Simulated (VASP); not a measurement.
# Ta (Im-3m) in VASP: a series of runs

Ta is run at these levels: LDA; tasks: single point.

All numbers are computed with VASP 6.6.1; they aren't measurements. Logs are shortened: lines on timing, memory, paths and dates and some standing lists are left out, and cuts for length are marked.

**1. The cell of the first run**

It takes space group Im-3m (No. 229, cubic). Conventional cell: a = 3.255 Å, b = 3.255 Å, c = 3.255 Å, α = 90.00°, β = 90.00°, γ = 90.00°. Within 3.7 Å of Ta (site symmetry m-3m) lie 14 Ta at 2.82 to 3.26 Å.

**2. Single point, LDA**

File INCAR:

```
PREC = Accurate ; ENCUT = 520
EDIFF = 1E-6 ; ISMEAR = -1
SIGMA = 0.1 ; LREAL = False
LASPH = True ; NELM = 100
ALGO = Normal ; ISIF = 2
LWAVE = False ; LCHARG = False
NBANDS = 12
```

File KPOINTS:

```
regular mesh
0
Gamma
  22 22 22
```

File POSCAR:

```
Ta
1.0
   -1.6276710318      1.6276710318      1.6276710318
    1.6276710318     -1.6276710318      1.6276710318
    1.6276710318      1.6276710318     -1.6276710318
Ta
1
Direct
    0.0000000000      0.0000000000      0.0000000000
```

Potentials or basis: VASP PAW LDA potentials, release 64 (Ta_pv).

Run with:

```
$ cat potpaw_LDA.64/Ta_pv/POTCAR > POTCAR
$ mpirun -np 1 vasp_std > vasp.out
```

OUTCAR:

```text
PREC = Accurate
   ENCUT = 520
   EDIFF = 1E-6
   ISMEAR = -1
   LREAL = False
   LASPH = True
   NELM = 100
   ISIF = 2

 ion  position               nearest neighbor table
   1  0.000  0.000  0.000-

  LATTYP: Found a body centered cubic cell.
 ALAT       =     3.2553420636

  Lattice vectors:

 A1 = (  -1.6276710318,   1.6276710318,   1.6276710318)
 A2 = (   1.6276710318,  -1.6276710318,   1.6276710318)
 A3 = (   1.6276710318,   1.6276710318,  -1.6276710318)

Analysis of symmetry for initial positions (statically):
=====================================================================
 Subroutine PRICEL returns:
 Original cell was already a primitive cell.

 Routine SETGRP: Setting up the symmetry group for a
 body centered cubic supercell.

 Subroutine GETGRP returns: Found 48 space group operations
 (whereof 48 operations were pure point group operations)
 out of a pool of 48 trial point group operations.

The static configuration has the point symmetry O_h .

Analysis of symmetry for dynamics (positions and initial velocities):
=====================================================================
 Subroutine PRICEL returns:
 Original cell was already a primitive cell.

 Routine SETGRP: Setting up the symmetry group for a
 body centered cubic supercell.

 Subroutine GETGRP returns: Found 48 space group operations
 (whereof 48 operations were pure point group operations)
 out of a pool of 48 trial point group operations.

The dynamic configuration has the point symmetry O_h .

 Subroutine INISYM returns: Found 48 space group operations
 (whereof 48 operations are pure point group operations),
 and found     1 'primitive' translations

----------------------------------------------------------------------------------------

                                     Primitive cell

  volume of cell :      17.2488

  direct lattice vectors                    reciprocal lattice vectors
    -1.627671032  1.627671032  1.627671032     0.000000000  0.307187380  0.307187380
     1.627671032 -1.627671032  1.627671032     0.307187380  0.000000000  0.307187380
     1.627671032  1.627671032 -1.627671032     0.307187380  0.307187380  0.000000000

  length of vectors
     2.819208925  2.819208925  2.819208925     0.434428559  0.434428559  0.434428559

  position of ions in fractional coordinates (direct lattice)
     0.000000000  0.000000000  0.000000000

  ion indices of the primitive-cell ions
   primitive index   ion index
                 1           1

----------------------------------------------------------------------------------------

 KPOINTS: regular mesh

Automatic generation of k-mesh.
 Grid dimensions read from file:
 generate k-points for:   22   22   22

 Generating k-lattice:

  Cartesian coordinates                     Fractional coordinates (reciprocal lattice)
     0.000000000  0.013963063  0.013963063     0.045454545  0.000000000  0.000000000
     0.013963063  0.000000000  0.013963063     0.000000000  0.045454545  0.000000000
     0.013963063  0.013963063  0.000000000     0.000000000  0.000000000  0.045454545

  Length of vectors
     0.019746753  0.019746753  0.019746753

  Shift w.r.t. Gamma in fractional coordinates (k-lattice)
     0.000000000  0.000000000  0.000000000

 Subroutine IBZKPT returns following result:
 ===========================================

 Found    328 irreducible k-points:

 Following reciprocal coordinates:
            Coordinates               Weight
  0.000000  0.000000  0.000000      1.000000
  0.045455  0.000000  0.000000     12.000000
  0.090909  0.000000  0.000000     12.000000
  0.136364  0.000000  0.000000     12.000000
  0.181818  0.000000  0.000000     12.000000
  0.227273  0.000000  0.000000     12.000000
[... 16 lines left out ...]
  0.090909  0.090909  0.000000     24.000000
  0.136364  0.090909  0.000000     48.000000
 [... further k-points ...]
   k-points           NKPTS =    328   k-points in BZ     NKDIM =    328   number of bands    NBANDS=     12
   number of dos      NEDOS =    301   number of ions     NIONS =      1
   total plane-waves  NPLWV =  13824
   dimension x,y,z NGX =    24 NGY =   24 NGZ =   24
   dimension x,y,z NGXF=    48 NGYF=   48 NGZF=   48
   ions per type =               1
   NGX,Y,Z   is equivalent  to a cutoff of  14.15, 14.15, 14.15 a.u.
   NGXF,Y,Z  is equivalent  to a cutoff of  28.31, 28.31, 28.31 a.u.
 SYSTEM =  unknown system
   PREC   = accura    normal or accurate (medium, high low for compatibility)
   ISTART =      0    job   : 0-new  1-cont  2-samecut
   ICHARG =      2    charge: 1-file 2-atom 10-const
   ISPIN  =      1    spin polarized calculation?
   LNONCOLLINEAR =      F non collinear calculations
   LSORBIT =      F    spin-orbit coupling
   LASPH  =      T    aspherical Exc in radial PAW
   ENCUT  =  520.0 eV  38.22 Ry    6.18 a.u.   5.24  5.24  5.24*2*pi/ulx,y,z
   NELM   =    100;   NELMIN=  2; NELMDL= -5     # of ELM steps
   EDIFF  = 0.1E-05   stopping-criterion for ELM
   LREAL  =      F    real-space projection
   EDIFFG = 0.1E-04   stopping-criterion for IOM
   NSW    =      0    number of steps for IOM
   IBRION =     -1    ionic relax: 0-MD 1-quasi-New 2-CG
   NFREE  =      0    steps in history (QN), initial steepest desc. (CG)
   ISIF   =      2    stress and relaxation
   ISYM   =      2    0-nonsym 1-usesym 2-fastsym
   POTIM  = 0.5000    time-step for ionic-motion
   TEBEG  =    0.0;   TEEND  =   0.0 temperature during run
   PSTRESS=    0.0 pullay stress
   NELECT =      11.0000    total number of electrons
   NUPDOWN=      -1.0000    fix difference up-down
   EMIN   =  10.00;   EMAX   =-10.00  energy-range for DOS
   EFERMI =   0.00;   METHOD = LEGACY
   ISMEAR =    -1;   SIGMA  =   0.10  broadening in eV -4-tet -1-fermi 0-gaus
   EFERMI_NEDOS =   21; number of points for ismear=-14 and -15
   IALGO  =     38    algorithm
   IMIX   =      4    mixing-type and parameters
     AMIX     =   0.40;   BMIX     =  1.00
     AMIX_MAG =   1.60;   BMIX_MAG =  1.00
  volume/ion in A,a.u.               =      17.25       116.40
  Fermi-wavevector in a.u.,A,eV,Ry     =   1.409134  2.662878 27.016543  1.985660
  Thomas-Fermi vector in A             =   2.531221
   LORBIT       =      0    0 simple, 1 ext, 2 COOP (PROOUT), +10 PAW based schemes
   GGA     = CA    functional components
   LHFCALC =     F    Hartree Fock is set to
   AEXX    =    0.0000 exact exchange contribution
   IVDW    =     0    specifies the selected vdW correction
   LEPSILON=     F    determine dielectric tensor
   LRPA    =     F    only Hartree local field effects (RPA)
 non-spin polarized calculation
  energy-cutoff  :      520.00
  volume of cell :       17.25
 maximum number of plane-waves:       476
 NGX is ok and might be reduce to    24
   NGX = 11   NGY = 11   NGZ = 11

 number of electron      11.0000000 magnetization

 Free energy of the ion-electron system (eV)
  ---------------------------------------------------
  ext. energy  EPLUGINS =         0.00000000
  ---------------------------------------------------
  free energy    TOTEN  =       -12.84871580 eV

  energy without entropy =      -12.80662037  energy(sigma->0) =      -12.82766809

 E-fermi :   5.7755     XC(G=0): -13.0167

 val. band max:        5.7730940273   @ k =   0.1818   0.0455  -0.0000
 cond. band min:       5.7880514493   @ k =  -0.3636   0.5000   0.0455
 fundamental gap:      0.0149574220
 Fermi energy:         5.7755020534

 k-point     1 :       0.0000    0.0000    0.0000
  band No.  band energies     occupation
      1     -26.9622      2.00000
      2     -26.9622      2.00000
      3     -26.9622      2.00000
      4      -2.2395      2.00000
      5       6.4329      0.00279
      6       6.4329      0.00279
      7       6.4329      0.00279
      8       9.8475      0.00000
      9       9.8475      0.00000
     10      19.6028      0.00000
     11      21.0405      0.00000
     12      21.0405      0.00000

 k-point     2 :       0.0455    0.0000    0.0000
  band No.  band energies     occupation
      1     -26.9930      2.00000
      2     -26.9715      2.00000
      3     -26.9624      2.00000
      4      -2.1407      2.00000
      5       6.3685      0.00530
      6       6.4167      0.00328
      7       6.5293      0.00106
      8       9.7377      0.00000
      9       9.8472      0.00000
     10      19.6028      0.00000
     11      21.1317      0.00000
     12      21.2113      0.00000

 k-point     3 :       0.0909    0.0000    0.0000
  band No.  band energies     occupation
      1     -27.0821      2.00000
      2     -26.9986      2.00000
      3     -26.9630      2.00000
      4      -1.8517      2.00000
      5       6.1864      0.03231
      6       6.3525      0.00622
      7       6.8162      0.00006
      8       9.4791      0.00000
      9       9.8502      0.00000
     10      19.6027      0.00000
     11      21.3792      0.00000
     12      21.7118      0.00000
[... 286 lines left out ...]
 k-point    23 :       0.0909    0.0909    0.0000
  band No.  band energies     occupation
      1     -27.2964      2.00000
      2     -27.0393      2.00000
      3     -26.9915      2.00000
      4      -1.1313      2.00000
      5       5.8637      0.58541
      6       5.9748      0.23985
      7       7.6282      0.00000
      8       9.0105      0.00000
      9       9.9994      0.00000
     10      19.6023      0.00000
     11      21.9231      0.00000
     12      22.8848      0.00000

 k-point    24 :       0.1364    0.0909    0.0000
  band No.  band energies     occupation
      1     -27.4545      2.00000
      2     -27.0902      2.00000
      3     -27.0007      2.00000
      4      -0.5622      2.00000
      5       5.5713      1.77023
      6       5.7201      1.27021
      7       8.3011      0.00000
      8       8.8634      0.00000
      9      10.1292      0.00000
     10      19.6017      0.00000
     11      22.2628      0.00000
     12      23.2295      0.00000

 [... further k-points ...]

------------------------ aborting loop because EDIFF is reached ----------------------------------------

  FORCE on cell =-STRESS in cart. coord.  units (eV):
  Direction    XX          YY          ZZ          XY          YZ          ZX
  --------------------------------------------------------------------------------------
  -------------------------------------------------------------------------------------
  Total        0.0620838      0.0620838      0.0620838      0.0000000      0.0000000     -0.0000000
  in kB        5.7667182      5.7667182      5.7667182      0.0000000      0.0000000     -0.0000000
  external PRESSURE =       5.7667182 kB  Pullay stress =       0.0000000 kB

 VOLUME and BASIS-vectors are now :
 -----------------------------------------------------------------------------
  energy-cutoff  :      520.00
  volume of cell :       17.25
      direct lattice vectors                 reciprocal lattice vectors
    -1.627671032  1.627671032  1.627671032     0.000000000  0.307187380  0.307187380
     1.627671032 -1.627671032  1.627671032     0.307187380  0.000000000  0.307187380
     1.627671032  1.627671032 -1.627671032     0.307187380  0.307187380  0.000000000

 POSITION                                       TOTAL-FORCE (eV/Angst)
 -----------------------------------------------------------------------------------
      0.00000      0.00000      0.00000         0.000000     -0.000000      0.000000
 -----------------------------------------------------------------------------------
    total drift:                               -0.000000      0.000000      0.000000

  FREE ENERGIE OF THE ION-ELECTRON SYSTEM (eV)
  ---------------------------------------------------
  free  energy   TOTEN  =       -12.8487158048 eV

  energy  without entropy=      -12.8066203699  energy(sigma->0) =      -12.82766809
```

Run time: 22 s. Hardware: 1 thread of Intel Xeon 6975P-C, shared host; peak memory 0.18 GiB.

Results:

```yaml
Free_energy: -12.8487 eV
Pressure: 0.6 GPa
```

Levels at points of the mesh, in eV from the Fermi level:
| k point | band 3 | band 4 | band 5 | band 6 | band 7 | band 8 | band 9 | band 10 |
| --- | --- | --- | --- | --- | --- | --- | --- | --- |
| (0.00, 0.00, 0.00) | -32.74 | -8.02 | 0.66 | 0.66 | 0.66 | 4.07 | 4.07 | 13.83 |
| (0.50, 0.00, 0.00) | -32.75 | -4.58 | -1.73 | 1.94 | 3.98 | 5.05 | 8.17 | 12.21 |
| (0.50, 0.50, 0.50) | -33.69 | -4.10 | -4.10 | 7.13 | 7.13 | 7.13 | 9.14 | 9.14 |

Caveat: spin-orbit coupling is left out, which moves the levels of the heavy elements.

[end of part 1 of 2]
